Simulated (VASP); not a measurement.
# B3N in VASP: notebook, part 2 of 2

VASP 6.6.1.

**5. Single point, PBE**

This run uses another cell than the first one, of 6.73 Å³/atom, 0.998 times its volume.

Contents of INCAR:

```
PREC = Accurate
ENCUT = 520
EDIFF = 1E-6
ISMEAR = 0
SIGMA = 0.2
LREAL = F
LASPH = T
NELM = 100
ALGO = Normal
ISIF = 2
LWAVE = F
LCHARG = F
GGA = PE
NBANDS = 24
```

Contents of KPOINTS:

```
regular mesh
0
Gamma
  8 8 4
```

Contents of POSCAR:

```
B3N
1.0
    2.4546658248      0.0000029521     -0.0002394835
    0.0000026859      2.4547149946      0.0000924189
    0.0005911548     -0.0002703662      8.9290201156
B N
6 2
Direct
    0.5000059117     -0.0000035904      0.3523847301
    0.5000022540     -0.0000019043      0.8523845187
    0.0000034243      0.0000028507      0.0000000430
   -0.0000016705      0.0000047046      0.5000002319
   -0.0000026154      0.4999968997      0.1476159031
   -0.0000039663      0.4999993668      0.6476160794
    0.4999974661      0.4999995526      0.2499994389
    0.4999991963      0.5000021203      0.7499990550
```

Potentials or basis: VASP PAW PBE potentials, release 64 (B, N).

Command:

```sh
cat potpaw_PBE.64/B/POTCAR potpaw_PBE.64/N/POTCAR > POTCAR
mpirun -np 1 vasp_std > vasp.out
```

OUTCAR:

```text
PREC = Accurate
   ENCUT = 520
   EDIFF = 1E-6
   ISMEAR = 0
   LREAL = F
   LASPH = T
   NELM = 100
   ISIF = 2
   GGA = PE

 ion  position               nearest neighbor table
   1  0.500  1.000  0.352-   7 1.53   7 1.53   4 1.80   4 1.80
   2  0.500  1.000  0.852-   8 1.53   8 1.53   3 1.80   3 1.80
   3  0.000  0.000  0.000-   2 1.80   5 1.80   5 1.80   2 1.80
   4  1.000  0.000  0.500-   1 1.80   6 1.80   6 1.80   1 1.80
   5  1.000  0.500  0.148-   7 1.53   7 1.53   3 1.80   3 1.80
   6  1.000  0.500  0.648-   8 1.53   8 1.53   4 1.80   4 1.80
   7  0.500  0.500  0.250-   5 1.53   5 1.53   1 1.53   1 1.53
   8  0.500  0.500  0.750-   6 1.53   6 1.53   2 1.53   2 1.53
[... 9 lines left out ...]
 A1 = (   2.4546658248,   0.0000029521,  -0.0002394835)
 A2 = (   0.0000026859,   2.4547149946,   0.0000924189)
 A3 = (   0.0005911548,  -0.0002703662,   8.9290201156)

Analysis of symmetry for initial positions (statically):
=====================================================================
 Subroutine PRICEL returns following result:

  LATTYP: Found a simple monoclinic cell.
 ALAT       =     2.4546658365
 B/A-ratio  =     1.0000200271
 C/A-ratio  =     1.8187838749
 COS(beta)  =    -0.0000304053

  Lattice vectors:

 A1 = (   2.4546658248,   0.0000029521,  -0.0002394835)
 A2 = (   0.0000026859,   2.4547149946,   0.0000924189)
 A3 = (   0.0002998242,  -0.0001288800,   4.4645066298)

   2 primitive cells build up your supercell.

 Routine SETGRP: Setting up the symmetry group for a
 simple monoclinic supercell.

 Subroutine GETGRP returns: Found  2 space group operations
 (whereof  2 operations were pure point group operations)
 out of a pool of  4 trial point group operations.

The static configuration has the point symmetry C_1h.

Analysis of symmetry for dynamics (positions and initial velocities):
=====================================================================
 Subroutine PRICEL returns following result:

  LATTYP: Found a simple monoclinic cell.
 ALAT       =     2.4546658365
 B/A-ratio  =     1.0000200271
 C/A-ratio  =     1.8187838749
 COS(beta)  =    -0.0000304053

  Lattice vectors:

 A1 = (   2.4546658248,   0.0000029521,  -0.0002394835)
 A2 = (   0.0000026859,   2.4547149946,   0.0000924189)
 A3 = (   0.0002998242,  -0.0001288800,   4.4645066298)

   2 primitive cells build up your supercell.

 Routine SETGRP: Setting up the symmetry group for a
 simple monoclinic supercell.

 Subroutine GETGRP returns: Found  2 space group operations
 (whereof  2 operations were pure point group operations)
 out of a pool of  4 trial point group operations.

The dynamic configuration has the point symmetry C_1h.

 Subroutine INISYM returns: Found  2 space group operations
 (whereof  2 operations are pure point group operations),
 and found     2 'primitive' translations

----------------------------------------------------------------------------------------

                                     Primitive cell

  volume of cell :      26.9009

  direct lattice vectors                    reciprocal lattice vectors
[... 40 lines left out ...]

 Subroutine IBZKPT returns following result:
 ===========================================

 Found     90 irreducible k-points:

 Following reciprocal coordinates:
            Coordinates               Weight
  0.000000  0.000000  0.000000      1.000000
  0.125000  0.000000 -0.000000      2.000000
  0.250000  0.000000 -0.000000      2.000000
  0.375000  0.000000 -0.000000      2.000000
  0.500000  0.000000 -0.000000      1.000000
  0.000000  0.125000  0.000000      2.000000
[... 16 lines left out ...]
  0.250000  0.500000 -0.000000      2.000000
  0.375000  0.500000 -0.000000      2.000000
 [... further k-points ...]
   k-points           NKPTS =     90   k-points in BZ     NKDIM =     90   number of bands    NBANDS=     24
   number of dos      NEDOS =    301   number of ions     NIONS =      8
   total plane-waves  NPLWV =  22680
   dimension x,y,z NGX =    18 NGY =   18 NGZ =   70
   dimension x,y,z NGXF=    36 NGYF=   36 NGZF=  140
   ions per type =               6   2
   NGX,Y,Z   is equivalent  to a cutoff of  12.19, 12.19, 13.03 a.u.
   NGXF,Y,Z  is equivalent  to a cutoff of  24.38, 24.38, 26.07 a.u.
 SYSTEM =  unknown system
   PREC   = accura    normal or accurate (medium, high low for compatibility)
   ISTART =      0    job   : 0-new  1-cont  2-samecut
   ICHARG =      2    charge: 1-file 2-atom 10-const
   ISPIN  =      1    spin polarized calculation?
   LNONCOLLINEAR =      F non collinear calculations
   LSORBIT =      F    spin-orbit coupling
   LASPH  =      T    aspherical Exc in radial PAW
   ENCUT  =  520.0 eV  38.22 Ry    6.18 a.u.   4.56  4.56 16.60*2*pi/ulx,y,z
   NELM   =    100;   NELMIN=  2; NELMDL= -5     # of ELM steps
   EDIFF  = 0.1E-05   stopping-criterion for ELM
   LREAL  =      F    real-space projection
   EDIFFG = 0.1E-04   stopping-criterion for IOM
   NSW    =      0    number of steps for IOM
   IBRION =     -1    ionic relax: 0-MD 1-quasi-New 2-CG
   NFREE  =      0    steps in history (QN), initial steepest desc. (CG)
   ISIF   =      2    stress and relaxation
   ISYM   =      2    0-nonsym 1-usesym 2-fastsym
   POTIM  = 0.5000    time-step for ionic-motion
   TEBEG  =    0.0;   TEEND  =   0.0 temperature during run
   PSTRESS=    0.0 pullay stress
   NELECT =      28.0000    total number of electrons
   NUPDOWN=      -1.0000    fix difference up-down
   EMIN   =  10.00;   EMAX   =-10.00  energy-range for DOS
   EFERMI =   0.00;   METHOD = LEGACY
   ISMEAR =     0;   SIGMA  =   0.20  broadening in eV -4-tet -1-fermi 0-gaus
   EFERMI_NEDOS =   21; number of points for ismear=-14 and -15
   IALGO  =     38    algorithm
   IMIX   =      4    mixing-type and parameters
     AMIX     =   0.40;   BMIX     =  1.00
     AMIX_MAG =   1.60;   BMIX_MAG =  1.00
  volume/ion in A,a.u.               =       6.73        45.38
  Fermi-wavevector in a.u.,A,eV,Ry     =   1.316826  2.488440 23.592923  1.734031
  Thomas-Fermi vector in A             =   2.446911
   LORBIT       =      0    0 simple, 1 ext, 2 COOP (PROOUT), +10 PAW based schemes
   GGA     = PE    functional components
   LHFCALC =     F    Hartree Fock is set to
   AEXX    =    0.0000 exact exchange contribution
   IVDW    =     0    specifies the selected vdW correction
   LEPSILON=     F    determine dielectric tensor
   LRPA    =     F    only Hartree local field effects (RPA)
 non-spin polarized calculation
 Gauss-broadening in eV      SIGMA  =   0.20
  energy-cutoff  :      520.00
  volume of cell :       53.80
 maximum number of plane-waves:      1485
   NGX =  9   NGY =  9   NGZ = 33

 number of electron      28.0000005 magnetization

 Free energy of the ion-electron system (eV)
  ---------------------------------------------------
  ext. energy  EPLUGINS =         0.00000000
  ---------------------------------------------------
  free energy    TOTEN  =       -59.40796241 eV

  energy without entropy =      -59.39847654  energy(sigma->0) =      -59.40321948

 E-fermi :   6.9800     XC(G=0): -12.1797

 val. band max:        6.7883446128   @ k =   0.2500   0.1250  -0.0000
 cond. band min:       7.1054144806   @ k =   0.5000   0.2500  -0.0000
 fundamental gap:      0.3170698678
 Fermi energy:         6.9799919723

 k-point     1 :       0.0000    0.0000    0.0000
  band No.  band energies     occupation
      1     -13.2407      2.00000
      2     -13.1067      2.00000
      3      -6.5765      2.00000
      4      -4.2770      2.00000
      5      -3.7269      2.00000
      6       1.6261      2.00000
[... 637 lines left out ...]
     23      14.6815      0.00000
     24      16.4788      0.00000

 [... further k-points ...]
[... 5 lines left out ...]
  --------------------------------------------------------------------------------------
  -------------------------------------------------------------------------------------
  Total        0.0555747      0.0513650      0.0514570      0.0000000      0.0000004      0.0035776
  in kB        1.6549708      1.5296091      1.5323480      0.0000004      0.0000113      0.1065380
  external PRESSURE =       1.5723093 kB  Pullay stress =       0.0000000 kB

 VOLUME and BASIS-vectors are now :
 -----------------------------------------------------------------------------
  energy-cutoff  :      520.00
  volume of cell :       53.80
      direct lattice vectors                 reciprocal lattice vectors
     2.454665825  0.000002952 -0.000239484     0.407387427 -0.000000445 -0.000026972
     0.000002686  2.454714995  0.000092419    -0.000000489  0.407379268  0.000012335
     0.000591155 -0.000270366  8.929020116     0.000010926 -0.000004217  0.111994371

 POSITION                                       TOTAL-FORCE (eV/Angst)
 -----------------------------------------------------------------------------------
      1.22756      2.45461      3.14642         0.000040     -0.000001      0.022117
      1.22785      2.45448      7.61093         0.000040     -0.000001      0.022117
      0.00001      0.00001      0.00000        -0.000048     -0.000000      0.000139
      2.45496     -0.00012      4.46427        -0.000048     -0.000000      0.000139
      2.45475      1.22731      1.31787        -0.000236      0.000001     -0.022726
      2.45504      1.22718      5.78238        -0.000236      0.000001     -0.022726
      1.22748      1.22729      2.23218         0.000245     -0.000000      0.000470
      1.22778      1.22716      6.69668         0.000245     -0.000000      0.000470
 -----------------------------------------------------------------------------------
    total drift:                                0.000006     -0.002474     -0.000002

  FREE ENERGIE OF THE ION-ELECTRON SYSTEM (eV)
  ---------------------------------------------------
  free  energy   TOTEN  =       -59.4079624108 eV

  energy  without entropy=      -59.3984765394  energy(sigma->0) =      -59.40321948
```

It took 49 s on 1 thread of Intel Xeon 6975P-C (Granite Rapids), shared host; peak memory 0.21 GiB.

What came out:

- Free energy: -59.4080 eV
- Pressure: 0.2 GPa
- Largest force: 0.023 eV/Å
- Band gap on the k mesh: zero (band 14 reaches 11.01 eV, above the bottom of band 15 at 3.54 eV)

Forces in eV/Å, atoms in the order of the input:
```
B    0.000  0.000  0.022
B    0.000  0.000  0.022
B    0.000  0.000  0.000
B    0.000  0.000  0.000
B    0.000  0.000 -0.023
B    0.000  0.000 -0.023
N    0.000  0.000  0.000
N    0.000  0.000  0.000
```

Levels at points of the mesh, in eV from the Fermi level:
| k point | band 11 | band 12 | band 13 | band 14 | band 15 | band 16 | band 17 | band 18 |
| --- | --- | --- | --- | --- | --- | --- | --- | --- |
| (0.00, 0.00, 0.00) | -4.00 | -1.16 | 3.44 | 3.44 | 4.96 | 4.96 | 5.64 | 6.36 |
| (0.50, 0.00, 0.00) | -3.20 | -2.81 | -2.80 | -2.11 | 4.06 | 5.09 | 5.26 | 6.75 |
| (0.00, 0.50, 0.00) | -3.20 | -2.81 | -2.80 | -2.11 | 4.06 | 5.09 | 5.26 | 6.75 |
| (0.50, 0.50, 0.00) | -4.07 | -3.86 | -3.86 | -3.36 | -3.36 | -2.43 | 4.14 | 4.65 |
| (0.00, 0.00, 0.50) | -2.45 | -2.45 | 4.03 | 4.03 | 4.03 | 4.03 | 6.03 | 6.03 |
| (0.50, 0.00, 0.50) | -3.21 | -3.21 | -2.81 | -2.81 | 5.17 | 5.17 | 5.61 | 5.61 |
| (0.00, 0.50, 0.50) | -3.21 | -3.21 | -2.81 | -2.81 | 5.17 | 5.17 | 5.61 | 5.61 |
| (0.50, 0.50, 0.50) | -3.62 | -3.62 | -3.62 | -3.62 | -3.12 | -3.12 | 5.20 | 5.20 |

**6. Overview**

```csv
cell,k mesh,smearing,gap on the mesh (eV),pressure (GPa),largest force (eV/Å)
"a = 2.463, b = 2.463, c = 8.892 Å, 8 atoms",8 × 8 × 4,gaussian 0.2 eV,none,0.2,0.19
"a = 2.463, b = 2.463, c = 4.446 Å, 4 atoms",14 × 14 × 8,gaussian 0.1 eV,none,0.2,0.02
"a = 2.458, b = 2.458, c = 4.457 Å, 4 atoms",16 × 16 × 8,gaussian 0.1 eV,none,0.2,0.02
"a = 2.455, b = 2.455, c = 8.929 Å, 8 atoms",8 × 8 × 4,gaussian 0.2 eV,none,0.2,0.02
```

Alike in all rows: task single point; level PBE; potentials or basis VASP PAW PBE potentials, release 64 (B, N); no spin polarisation; cutoff (eV) 520.

Total energies depend on the potentials used, so only differences within one code and one set of settings carry meaning.
